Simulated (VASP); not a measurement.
Sn: single point with PBEsol+D3(BJ)

Crystal: Sn.

```xyz
1
Lattice="-1.8222 1.7305 2.1060 1.8222 -1.7305 2.1060 1.8222 1.7305 -2.1060" Properties=species:S:1:pos:R:3 pbc="T T T"
Sn    0.0000    0.0000    0.0000
```

This cell differs from its parent crystal: strain +0.0600 x Voigt [0, 0, 1, 0, 0, 0].

```
Program                : VASP 6.6.1
Task                   : single point
Functional             : PBEsol
Dispersion             : D3(BJ)
Potentials or basis    : VASP PAW PBE potentials, release 64 (Sn_d)
Cutoff                 : 520 eV
k mesh                 : 24 × 24 × 24
Occupations            : gaussian, width 0.15 eV
Spin                   : no spin polarisation
Dipole correction      : no
Further INCAR settings : ALGO = Fast; EDIFF = 1e-07; NBANDS = 13
```

| Property | Result |
| --- | --- |
| Pressure | -3.0 GPa |
| Band gap on the k mesh | zero (bands 7 and 8 overlap by 9.98 eV) |
| Dispersion energy per atom | -0.399 eV |

Stress tensor (GPa, compression positive):
```
-3.12  0.00  0.00
 0.00 -2.65  0.00
 0.00  0.00 -3.08
```

Levels at points of the mesh, in eV from the Fermi level:
```csv
k point,band 4,band 5,band 6,band 7,band 8,band 9,band 10,band 11
"(0.00, 0.00, 0.00)",-21.40,-21.33,-11.32,7.65,7.66,8.53,11.13,11.51
"(0.50, 0.00, 0.00)",-21.31,-21.27,-6.54,-4.65,4.20,5.86,8.68,8.91
"(0.00, 0.50, 0.00)",-21.34,-21.27,-6.97,-4.78,4.96,6.81,9.56,9.90
"(0.50, 0.50, 0.00)",-21.31,-21.25,-5.71,-4.21,2.56,3.63,6.56,6.77
"(0.50, 0.50, 0.50)",-21.27,-21.26,-3.23,-2.40,0.09,1.23,3.78,4.97
```

Wall time 13 min on 1 thread of Oxide Virtual Turin-like Processor (shared host), peak memory 0.65 GiB.

Caveat: the cell differs from its parent crystal (strain +0.0600 x Voigt [0, 0, 1, 0, 0, 0]); the PAW data sets were made with another functional, which shifts forces and pressure a little; spin-orbit coupling is left out, which moves the levels of the heavy elements.
